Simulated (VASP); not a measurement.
# InSe (lda) (P6_3/mmc) in VASP: a series of runs

The runs below take InSe (lda) through single point, with LDA.

All numbers are computed with VASP 6.6.1; they aren't measurements. Logs are shortened: lines on timing, memory, paths and dates and some standing lists are left out, and cuts for length are marked.

**1. The cell of the first run**

The structure is hexagonal, space group P6_3/mmc (No. 194). Conventional cell: a = 4.042 Å, b = 4.042 Å, c = 17.428 Å, α = 90.00°, β = 90.00°, γ = 120.00°. Within 3.5 Å of In (site symmetry 3m) lie 3 Se at 2.65 Å and 1 In at 2.80 Å. Within 3.5 Å of Se (site symmetry 3m) lie 3 In at 2.65 Å.

**2. Single point, LDA**

INCAR reads:

```
SYSTEM = InSe
PREC = Accurate
ENCUT = 520
EDIFF = 1E-6
ISMEAR = 0
SIGMA = 0.1
LREAL = .False.
LASPH = .True.
NELM = 80
ALGO = Normal
ISIF = 2
LWAVE = .False.
LCHARG = .False.
GGA = CA
NBANDS = 48
```

KPOINTS reads:

```
Automatic mesh
0
Gamma
  6 6 1
  0 0 0
```

POSCAR reads:

```
InSe
1.0
    4.0417341700      0.0000000000      0.0000000000
   -2.0208670800      3.5002444600      0.0000000000
    0.0000000000      0.0000000000     17.4284434000
In Se
4 4
Direct
    0.3333333300      0.6666666700      0.3303039600
    0.6666666700      0.3333333300      0.8303039600
    0.6666666700      0.3333333300      0.6696960400
    0.3333333300      0.6666666700      0.1696960400
    0.3333333300      0.6666666700      0.5973247600
    0.6666666700      0.3333333300      0.0973247600
    0.6666666700      0.3333333300      0.4026752400
    0.3333333300      0.6666666700      0.9026752400
```

Potentials or basis: VASP PAW LDA potentials, release 64 (In_d, Se).

On the command line:

```sh
cat potpaw_LDA.64/In_d/POTCAR potpaw_LDA.64/Se/POTCAR > POTCAR
mpirun -np 1 vasp_std > vasp.out
```

OUTCAR:

```text
SYSTEM = InSe
   PREC = Accurate
   ENCUT = 520
   EDIFF = 1E-6
   ISMEAR = 0
   LREAL = .False.
   LASPH = .True.
   NELM = 80
   ISIF = 2
   GGA = CA

 ion  position               nearest neighbor table
   1  0.333  0.667  0.330-   7 2.65   7 2.65   7 2.65   4 2.80
   2  0.667  0.333  0.830-   8 2.65   8 2.65   8 2.65   3 2.80
   3  0.667  0.333  0.670-   5 2.65   5 2.65   5 2.65   2 2.80
   4  0.333  0.667  0.170-   6 2.65   6 2.65   6 2.65   1 2.80
   5  0.333  0.667  0.597-   3 2.65   3 2.65   3 2.65
   6  0.667  0.333  0.097-   4 2.65   4 2.65   4 2.65
   7  0.667  0.333  0.403-   1 2.65   1 2.65   1 2.65
   8  0.333  0.667  0.903-   2 2.65   2 2.65   2 2.65

  LATTYP: Found a hexagonal cell.
 ALAT       =     4.0417341700
 C/A-ratio  =     4.3121201610

  Lattice vectors:

 A1 = (   4.0417341700,   0.0000000000,   0.0000000000)
 A2 = (  -2.0208670800,   3.5002444600,   0.0000000000)
 A3 = (   0.0000000000,   0.0000000000,  17.4284434000)

Analysis of symmetry for initial positions (statically):
=====================================================================
 Subroutine PRICEL returns:
 Original cell was already a primitive cell.

 Routine SETGRP: Setting up the symmetry group for a
 hexagonal supercell.

 Subroutine GETGRP returns: Found 24 space group operations
 (whereof 12 operations were pure point group operations)
 out of a pool of 24 trial point group operations.

The static configuration has the point symmetry D_3d.
 The point group associated with its full space group is D_6h.

Analysis of symmetry for dynamics (positions and initial velocities):
=====================================================================
 Subroutine PRICEL returns:
 Original cell was already a primitive cell.

 Routine SETGRP: Setting up the symmetry group for a
 hexagonal supercell.

 Subroutine GETGRP returns: Found 24 space group operations
 (whereof 12 operations were pure point group operations)
 out of a pool of 24 trial point group operations.

The dynamic configuration has the point symmetry D_3d.
 The point group associated with its full space group is D_6h.

 Subroutine INISYM returns: Found 24 space group operations
 (whereof 12 operations are pure point group operations),
 and found     1 'primitive' translations

----------------------------------------------------------------------------------------

                                     Primitive cell

  volume of cell :     246.5612

  direct lattice vectors                    reciprocal lattice vectors
     4.041734170  0.000000000  0.000000000     0.247418548  0.142847165  0.000000000
    -2.020867080  3.500244460  0.000000000     0.000000000  0.285694331  0.000000000
     0.000000000  0.000000000 17.428443400     0.000000000  0.000000000  0.057377471

  length of vectors
     4.041734170  4.041734162 17.428443400     0.285694331  0.285694331  0.057377471

  position of ions in fractional coordinates (direct lattice)
     0.333333330  0.666666670  0.330303960
     0.666666670  0.333333330  0.830303960
     0.666666670  0.333333330  0.669696040
     0.333333330  0.666666670  0.169696040
     0.333333330  0.666666670  0.597324760
     0.666666670  0.333333330  0.097324760
     0.666666670  0.333333330  0.402675240
     0.333333330  0.666666670  0.902675240

  ion indices of the primitive-cell ions
   primitive index   ion index
                 1           1
                 2           2
                 3           3
                 4           4
                 5           5
                 6           6
                 7           7
                 8           8

----------------------------------------------------------------------------------------

 KPOINTS: Automatic mesh

Automatic generation of k-mesh.
 Grid dimensions read from file:
 generate k-points for:    6    6    1

 Generating k-lattice:

  Cartesian coordinates                     Fractional coordinates (reciprocal lattice)
     0.041236425  0.023807861  0.000000000     0.166666667  0.000000000  0.000000000
     0.000000000  0.047615722  0.000000000     0.000000000  0.166666667  0.000000000
     0.000000000  0.000000000  0.057377471     0.000000000  0.000000000  1.000000000

  Length of vectors
     0.047615722  0.047615722  0.057377471

  Shift w.r.t. Gamma in fractional coordinates (k-lattice)
     0.000000000  0.000000000  0.000000000

 Subroutine IBZKPT returns following result:
 ===========================================

 Found      7 irreducible k-points:

 Following reciprocal coordinates:
            Coordinates               Weight
  0.000000  0.000000  0.000000      1.000000
  0.166667  0.000000  0.000000      6.000000
  0.333333  0.000000  0.000000      6.000000
  0.500000  0.000000  0.000000      3.000000
  0.166667  0.166667  0.000000      6.000000
  0.333333  0.166667  0.000000     12.000000
  0.333333  0.333333  0.000000      2.000000
   k-points           NKPTS =      7   k-points in BZ     NKDIM =      7   number of bands    NBANDS=     48
   number of dos      NEDOS =    301   number of ions     NIONS =      8
   total plane-waves  NPLWV = 126000
   dimension x,y,z NGX =    30 NGY =   30 NGZ =  140
   dimension x,y,z NGXF=    60 NGYF=   60 NGZF=  280
   ions per type =               4   4
   NGX,Y,Z   is equivalent  to a cutoff of  12.34, 12.34, 13.35 a.u.
   NGXF,Y,Z  is equivalent  to a cutoff of  24.68, 24.68, 26.71 a.u.
 SYSTEM =  InSe
   PREC   = accura    normal or accurate (medium, high low for compatibility)
   ISTART =      0    job   : 0-new  1-cont  2-samecut
   ICHARG =      2    charge: 1-file 2-atom 10-const
   ISPIN  =      1    spin polarized calculation?
   LNONCOLLINEAR =      F non collinear calculations
   LSORBIT =      F    spin-orbit coupling
   LASPH  =      T    aspherical Exc in radial PAW
   ENCUT  =  520.0 eV  38.22 Ry    6.18 a.u.   7.51  7.51 32.41*2*pi/ulx,y,z
   NELM   =     80;   NELMIN=  2; NELMDL= -5     # of ELM steps
   EDIFF  = 0.1E-05   stopping-criterion for ELM
   LREAL  =      F    real-space projection
[... 7 lines left out ...]
   TEBEG  =    0.0;   TEEND  =   0.0 temperature during run
   PSTRESS=    0.0 pullay stress
   NELECT =      76.0000    total number of electrons
   NUPDOWN=      -1.0000    fix difference up-down
   EMIN   =  10.00;   EMAX   =-10.00  energy-range for DOS
   EFERMI =   0.00;   METHOD = LEGACY
   ISMEAR =     0;   SIGMA  =   0.10  broadening in eV -4-tet -1-fermi 0-gaus
   EFERMI_NEDOS =   21; number of points for ismear=-14 and -15
   IALGO  =     38    algorithm
   IMIX   =      4    mixing-type and parameters
     AMIX     =   0.40;   BMIX     =  1.00
     AMIX_MAG =   1.60;   BMIX_MAG =  1.00
  volume/ion in A,a.u.               =      30.82       207.98
  Fermi-wavevector in a.u.,A,eV,Ry     =   1.105871  2.089793 16.639253  1.222951
  Thomas-Fermi vector in A             =   2.242364
   LORBIT       =      0    0 simple, 1 ext, 2 COOP (PROOUT), +10 PAW based schemes
   GGA     = CA    functional components
   LHFCALC =     F    Hartree Fock is set to
   AEXX    =    0.0000 exact exchange contribution
   IVDW    =     0    specifies the selected vdW correction
   LEPSILON=     F    determine dielectric tensor
   LRPA    =     F    only Hartree local field effects (RPA)
 non-spin polarized calculation
 Gauss-broadening in eV      SIGMA  =   0.10
  energy-cutoff  :      520.00
  volume of cell :      246.56
 maximum number of plane-waves:      6679
   NGX = 15   NGY = 15   NGZ = 65

 number of electron      75.9999978 magnetization

 Free energy of the ion-electron system (eV)
  ---------------------------------------------------
  ext. energy  EPLUGINS =         0.00000000
  ---------------------------------------------------
  free energy    TOTEN  =       -33.16319050 eV

  energy without entropy =      -33.16290714  energy(sigma->0) =      -33.16304882

 E-fermi :   3.4929     XC(G=0):  -8.9875

 val. band max:        3.3378430058   @ k =   0.0000   0.0000   0.0000
 cond. band min:       3.6479181193   @ k =   0.0000   0.0000   0.0000
 fundamental gap:      0.3100751136
 Fermi energy:         3.4928832070

 k-point     1 :       0.0000    0.0000    0.0000
  band No.  band energies     occupation
      1     -11.2906      2.00000
      2     -11.2904      2.00000
      3     -11.1027      2.00000
      4     -11.1027      2.00000
      5     -11.1025      2.00000
      6     -11.1025      2.00000
[... 40 lines left out ...]
     47       8.7094      0.00000
     48       8.7557      0.00000

 k-point     2 :       0.1667    0.0000    0.0000
  band No.  band energies     occupation
      1     -11.2967      2.00000
      2     -11.2961      2.00000
      3     -11.1838      2.00000
      4     -11.1791      2.00000
      5     -11.1278      2.00000
      6     -11.1216      2.00000
[... 40 lines left out ...]
     47       7.8520      0.00000
     48       8.1298      0.00000

 k-point     3 :       0.3333    0.0000    0.0000
  band No.  band energies     occupation
      1     -11.3723      2.00000
      2     -11.3681      2.00000
      3     -11.2678      2.00000
      4     -11.2614      2.00000
      5     -11.2283      2.00000
      6     -11.2264      2.00000
[... 40 lines left out ...]
     47       7.8694      0.00000
     48       8.0607      0.00000

 k-point     4 :       0.5000    0.0000    0.0000
  band No.  band energies     occupation
      1     -11.4197      2.00000
      2     -11.4172      2.00000
      3     -11.3204      2.00000
      4     -11.3167      2.00000
      5     -11.2263      2.00000
      6     -11.2253      2.00000
[... 40 lines left out ...]
     47       7.7793      0.00000
     48       8.0583      0.00000

 k-point     5 :       0.1667    0.1667    0.0000
  band No.  band energies     occupation
      1     -11.3439      2.00000
      2     -11.3399      2.00000
      3     -11.2347      2.00000
      4     -11.2276      2.00000
      5     -11.2269      2.00000
      6     -11.2243      2.00000
[... 40 lines left out ...]
     47       7.8935      0.00000
     48       8.0122      0.00000

 k-point     6 :       0.3333    0.1667    0.0000
  band No.  band energies     occupation
      1     -11.4085      2.00000
      2     -11.4056      2.00000
      3     -11.3130      2.00000
      4     -11.3090      2.00000
      5     -11.2270      2.00000
      6     -11.2261      2.00000
[... 40 lines left out ...]
     47       7.7787      0.00000
     48       8.0616      0.00000

 k-point     7 :       0.3333    0.3333    0.0000
  band No.  band energies     occupation
      1     -11.4186      2.00000
      2     -11.4186      2.00000
      3     -11.3281      2.00000
      4     -11.3281      2.00000
      5     -11.2250      2.00000
      6     -11.2250      2.00000
[... 40 lines left out ...]
     47       8.9645      0.00000
     48       8.9645      0.00000

------------------------ aborting loop because EDIFF is reached ----------------------------------------

  FORCE on cell =-STRESS in cart. coord.  units (eV):
  Direction    XX          YY          ZZ          XY          YZ          ZX
  --------------------------------------------------------------------------------------
  -------------------------------------------------------------------------------------
  Total       -3.3652325     -3.3652325     -3.3206837     -0.0000000     -0.0000000      0.0000000
  in kB      -21.8675908    -21.8675907    -21.5781085     -0.0000000     -0.0000000      0.0000000
  external PRESSURE =     -21.7710967 kB  Pullay stress =       0.0000000 kB

 VOLUME and BASIS-vectors are now :
 -----------------------------------------------------------------------------
  energy-cutoff  :      520.00
  volume of cell :      246.56
      direct lattice vectors                 reciprocal lattice vectors
     4.041734170  0.000000000  0.000000000     0.247418548  0.142847165  0.000000000
    -2.020867080  3.500244460  0.000000000     0.000000000  0.285694331  0.000000000
     0.000000000  0.000000000 17.428443400     0.000000000  0.000000000  0.057377471

 POSITION                                       TOTAL-FORCE (eV/Angst)
 -----------------------------------------------------------------------------------
     -0.00000      2.33350      5.75668         0.000000     -0.000000     -0.050353
      2.02087      1.16675     14.47091        -0.000000      0.000000     -0.050353
      2.02087      1.16675     11.67176        -0.000000      0.000000      0.050353
     -0.00000      2.33350      2.95754         0.000000     -0.000000      0.050353
     -0.00000      2.33350     10.41044         0.000000     -0.000000      0.138408
      2.02087      1.16675      1.69622        -0.000000      0.000000      0.138408
      2.02087      1.16675      7.01800        -0.000000      0.000000     -0.138408
     -0.00000      2.33350     15.73222         0.000000     -0.000000     -0.138408
 -----------------------------------------------------------------------------------
    total drift:                                0.000009     -0.000005      0.000007

  FREE ENERGIE OF THE ION-ELECTRON SYSTEM (eV)
  ---------------------------------------------------
  free  energy   TOTEN  =       -33.1631904968 eV

  energy  without entropy=      -33.1629071377  energy(sigma->0) =      -33.16304882
```

Run time: 2.1 min. Hardware: 1 thread of AMD EPYC 7R13, shared host; peak memory 0.27 GiB.

Results:

```yaml
Free_energy: -33.1632 eV
Pressure: -2.2 GPa
Largest_force: 0.138 eV/Å
Band_gap_on_the_k_mesh: 0.31 eV, direct
```

Forces in eV/Å, atoms in the order of the input:
```
In   0.000  0.000 -0.050
In   0.000  0.000 -0.050
In   0.000  0.000  0.050
In   0.000  0.000  0.050
Se   0.000  0.000  0.138
Se   0.000  0.000  0.138
Se   0.000  0.000 -0.138
Se   0.000  0.000 -0.138
```

Caveat: spin-orbit coupling is left out, which moves the levels of the heavy elements.

**3. Single point, LDA**

This run uses another cell than the first one, of 28.03 Å³/atom, 0.909 times its volume.

INCAR reads:

```
  PREC = Accurate
  ENCUT = 520
  EDIFF = 1E-6
  ISMEAR = 0
  SIGMA = 0.01
  LREAL = False
  LASPH = True
  NELM = 100
  ALGO = Normal
  ISIF = 2
  LWAVE = False
  LCHARG = True
  GGA = CA
  LELF = True
  LVHAR = True
  NBANDS = 48
```

KPOINTS reads:

```
Automatic mesh
0
Gamma
  12 12 2
```

POSCAR reads:

```
InSe
1.0
    3.9663366903     -0.0000000028      0.0000000000
   -1.9831683427      3.4349483352      0.0000000000
    0.0000000000      0.0000000000     16.4589369488
In Se
4 4
Direct
    0.3333333333      0.6666666667      0.3333094185
    0.6666666667      0.3333333333      0.8333094185
    0.6666666667      0.3333333333      0.6666905815
    0.3333333333      0.6666666667      0.1666905815
    0.3333333333      0.6666666667      0.5894530025
    0.6666666667      0.3333333333      0.0894530025
    0.6666666667      0.3333333333      0.4105469975
    0.3333333333      0.6666666667      0.9105469975
```

Potentials or basis: VASP PAW LDA potentials, release 64 (In_d, Se).

On the command line:

```sh
cat potpaw_LDA.64/In_d/POTCAR potpaw_LDA.64/Se/POTCAR > POTCAR
mpirun -np 1 vasp_std > vasp.out
```

It took 11 min on 1 thread of AMD EPYC 7R13, shared host; peak memory 0.43 GiB.

Results (log left out):

* Free energy: -33.3287 eV
* Pressure: 0.1 GPa
* Largest force: 0.030 eV/Å
* Band gap on the k mesh: 0.30 eV, direct

Forces in eV/Å, atoms in the order of the input:
```
In   0.000  0.000 -0.016
In   0.000  0.000 -0.016
In   0.000  0.000  0.016
In   0.000  0.000  0.016
Se   0.000  0.000 -0.030
Se   0.000  0.000 -0.030
Se   0.000  0.000  0.030
Se   0.000  0.000  0.030
```

Levels at points of the mesh, in eV from the valence-band top:
```
           k point  band 34  band 35  band 36  band 37  band 38  band 39  band 40  band 41  band 42  band 43
(0.00, 0.00, 0.00)    -1.21    -1.21    -1.12    -1.12     0.00     0.30     1.75     2.03     2.06     4.13
(0.50, 0.00, 0.00)    -2.30    -2.30    -2.20    -2.08    -1.46     1.01     1.03     1.83     1.96     3.23
(0.00, 0.00, 0.50)    -1.16    -1.16    -1.16    -1.02    -1.02     1.23     1.23     2.05     2.05     4.21
(0.50, 0.00, 0.50)    -2.45    -2.16    -2.16    -1.86    -1.86     1.33     1.33     1.52     1.52     3.42
```

Caveat: spin-orbit coupling is left out, which moves the levels of the heavy elements.
